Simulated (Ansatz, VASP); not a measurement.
**Two plane-wave programs on CdS**

```
Cd S
1.0
     0.00000    2.69876    2.69876
     2.69876    0.00000    2.69876
     2.69876    2.69876    0.00000
Cd S
1 1
Cartesian
  0.0000 0.0000 0.0000
  2.6988 2.6988 2.6988
```

Alike in both runs: functional PBEsol; k mesh 16 × 16 × 16; occupations fermi-dirac, width 0.1 eV; no spin polarisation.

Ansatz relaxed the structure, and its values are those at the end. VASP's run is a single point on that final structure, the one shown.

|  | VASP | Ansatz |
| --- | --- | --- |
| version | VASP 6.6.1 | Ansatz 0.2.0 |
| potentials or method | VASP PAW PBE potentials, release 64 (Cd, S) | PAW with Ansatz's default frozen-core files, scalar-relativistic |
| plane-wave cutoff (eV) | 520 | 420 |
| valence electrons in the cell | 18 | 26 |

|  | VASP | Ansatz | Ansatz less VASP |
| --- | --- | --- | --- |
| pressure (GPa) | 0.5 | 0.0 | -0.56 |

VASP's potentials were made for PBE, not for PBEsol. VASP's potentials hold 18 valence electrons a cell and Ansatz's 26, so a difference there can come from the potentials and not from the codes.
